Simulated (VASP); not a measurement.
BaTiO3, 5 atoms in the cell. The structure is cubic, space group Pm-3m (No. 221). The conventional cell has a = 3.731 Å, b = 3.731 Å, c = 3.731 Å, α = 90.00°, β = 90.00°, γ = 90.00°. Within 3.5 Å of Ba (site symmetry m-3m) lie 12 O at 2.64 Å and 8 Ti at 3.23 Å. Within 2.5 Å of Ti (site symmetry m-3m) lie 6 O at 1.87 Å. O (site symmetry 4/mmm) has 2 Ti at 1.87 Å within 2.5 Å. 

| Item | Value |
| --- | --- |
| Program | VASP 6.6.1 |
| Task | single point |
| Functional | PBE |
| Potentials or basis | VASP PAW PBE potentials, release 64 (Ba_sv, Ti_sv, O) |
| Cutoff | 520 eV |
| k mesh | 8 × 8 × 8 |
| Occupations | gaussian, width 0.02 eV |
| Spin | no spin polarisation |
| Dipole correction | no |
| Further INCAR settings | ALGO = Normal; EDIFF = 1e-06; NBANDS = 28 |

Potentials or basis: VASP PAW PBE potentials, release 64 (Ba_sv, Ti_sv, O).

Command:

```bash
$ cat potpaw_PBE.64/Ba_sv/POTCAR potpaw_PBE.64/Ti_sv/POTCAR potpaw_PBE.64/O/POTCAR > POTCAR
$ mpirun -np 1 vasp_std > vasp.out
```

Hardware: 1 thread of AMD EPYC 7R13 (shared host).

Estimate the wall time of this run.

Run time: 95 s on 1 thread of AMD EPYC 7R13, with other jobs on the host, peak memory 0.16 GiB. Counts: scf iterations 16, k points 35.
